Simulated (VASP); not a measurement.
Mg2Sn: single point with LDA

Mg2Sn:

```
Mg Sn
1.0
     0.00000    3.28927    3.28927
     3.28927    0.00000    3.28927
     3.28927    3.28927    0.00000
Mg Sn
2 1
Direct
  0.25000 0.25000 0.25000
  0.75000 0.75000 0.75000
  0.00000 0.00000 0.00000
```

| Property | Result |
| --- | --- |
| Program | VASP 6.6.1 |
| Task | single point |
| Functional | LDA |
| Potentials or basis | VASP PAW LDA potentials, release 64 (Mg, Sn_d) |
| Cutoff | 600 eV |
| k mesh | 12 × 12 × 12 |
| Occupations | fermi-dirac, width 0.1 eV |
| Spin | no spin polarisation |
| Dipole correction | no |
| Further INCAR settings | ALGO = Normal; EDIFF = 1e-06; NBANDS = 16 |

| Quantity | Value |
| --- | --- |
| Pressure | 1.7 GPa |
| Band gap on the k mesh | zero (bands 9 and 10 overlap by 0.05 eV) |

Levels at points of the mesh, in eV from the Fermi level:
```csv
k point,band 7,band 8,band 9,band 10,band 11,band 12
"(0.00, 0.00, 0.00)",0.01,0.01,0.01,1.79,2.30,2.30
"(0.50, 0.00, 0.00)",-5.08,-0.87,-0.87,0.92,2.31,2.31
"(0.50, 0.50, 0.00)",-4.83,-2.23,-2.23,-0.04,0.09,7.57
```

It took 85 s on 1 thread of Oxide Virtual Turin-like Processor, with other jobs on the host, peak memory 0.24 GiB.

Caveat: spin-orbit coupling is left out, which moves the levels of the heavy elements.
